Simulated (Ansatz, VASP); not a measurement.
## CaB6 in VASP and in Ansatz

File INCAR:

```
SYSTEM = CaB6
PREC = Accurate
ENCUT = 600
EDIFF = 1E-7
ISMEAR = 0
SIGMA = 0.01
LREAL = .False.
LASPH = .True.
NELM = 80
ALGO = Normal
ISIF = 3
LWAVE = .False.
LCHARG = .False.
GGA = PS
IBRION = 2
NSW = 100
EDIFFG = -0.005
```

KPOINTS

```
Automatic mesh
0
Gamma
  10 10 10
  0 0 0
```

Contents of POSCAR:

```
CaB6
1.0
    4.1233247180      0.0000000000      0.0000000000
    0.0000000000      4.1233247180      0.0000000000
    0.0000000000      0.0000000000      4.1233247180
Ca B
1 6
Direct
    0.5000000000      0.5000000000      0.5000000000
    0.0000000000      0.0000000000      0.2986478305
    0.0000000000      0.0000000000      0.7013521695
    0.2986478305      0.0000000000      0.0000000000
    0.7013521695      0.0000000000      0.0000000000
    0.0000000000      0.2986478305      0.0000000000
    0.0000000000      0.7013521695      0.0000000000
```

Input for Ansatz:

```yaml
crystal:
  lattice:
    - [4.123324718, 0.0, 0.0]
    - [0.0, 4.123324718, 0.0]
    - [0.0, 0.0, 4.123324718]
  atoms:
    - { symbol: Ca, position: [0.5, 0.5, 0.5] }
    - { symbol: B, position: [0.0, 0.0, 0.2986478305] }
    - { symbol: B, position: [0.0, 0.0, 0.7013521695] }
    - { symbol: B, position: [0.2986478305, 0.0, 0.0] }
    - { symbol: B, position: [0.7013521695, 0.0, 0.0] }
    - { symbol: B, position: [0.0, 0.2986478305, 0.0] }
    - { symbol: B, position: [0.0, 0.7013521695, 0.0] }
basis:
  ecutwfc: 420
kpoints:
  mp_grid: { grid: [10, 10, 10] }
hamiltonian:
  xc: pbesol
scf:
  occupations: { method: gaussian, width: 0.01 }
output:
  forces: true
  stress: true
  eigenvalues: true
  write_density: true
  write_potential: true
  elf: true
  volumetric_format: npy
relax:
  adjacent_minimum: "off"
  f_tol: 0.005
  max_steps: 80
  cell: { stress_tol: 0.05 }
```

Alike in both runs: task relaxation of cell and atoms; functional PBEsol; k mesh 10 × 10 × 10; occupations gaussian, width 0.01 eV; no spin polarisation.

|  | VASP | Ansatz |
| --- | --- | --- |
| version | VASP 6.6.1 | Ansatz 0.2.0 |
| potentials or method | VASP PAW PBE potentials, release 64 (Ca_sv, B), cutoff 600 eV | scalar-relativistic, plane waves, PAW |
| valence electrons in the cell | 28 | 28 |

```tsv
	VASP	Ansatz	Ansatz less VASP
gap on the k mesh at the Fermi level, each at its own relaxed structure (eV)	0.05	0.04	-0.007
relaxed volume (Å³/atom)	10.06	10.04	-0.018
relaxed length of the cell vector where the two differ most in proportion (Å)	4.129	4.127	-0.0024
```

VASP's potentials were made for PBE, not for PBEsol.
